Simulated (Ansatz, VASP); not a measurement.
**One calculation of PbS, two programs**

```
S Pb
1.0
     4.22532    0.00000    0.00000
     0.00000    4.22692    0.00000
     0.00000    0.00000   23.99801
S Pb
4 4
Cartesian
  2.1127 1.9055 7.5000
  0.0000 4.0206 10.4883
  2.1127 1.9087 13.4766
  0.0000 4.0238 16.4650
  0.0000 4.0658 7.5331
  2.1127 1.9539 10.5214
  0.0000 4.0689 13.5097
  2.1127 1.9571 16.4980
```

Alike in both runs: task single point; functional PBE; k mesh 6 × 6 × 1; occupations fermi-dirac, width 0.05 eV; no spin polarisation.

|  | VASP | Ansatz |
| --- | --- | --- |
| version | VASP 6.6.1 | Ansatz 0.2.0 |
| potentials or method | VASP PAW PBE potentials, release 64 (S, Pb_d) | Ansatz PAW |
| plane-wave cutoff (eV) | 520 | 420 |
| valence electrons in the cell | 80 | 80 |

VASP gave:

* gap on the k mesh at the Fermi level (eV): 0.90
* least direct gap on the mesh (eV): 0.90
* rms of the force components (eV/Å): 0.222
* vacuum level over the valence band edge, face that differs most (eV): 4.44

Q: Which values does Ansatz return?

A: gap on the k mesh at the Fermi level (eV): 0.90; least direct gap on the mesh (eV): 0.90; rms of the force components (eV/Å): 0.221; vacuum level over the valence band edge, face that differs most (eV): 4.44.

Spin-orbit coupling is off throughout.
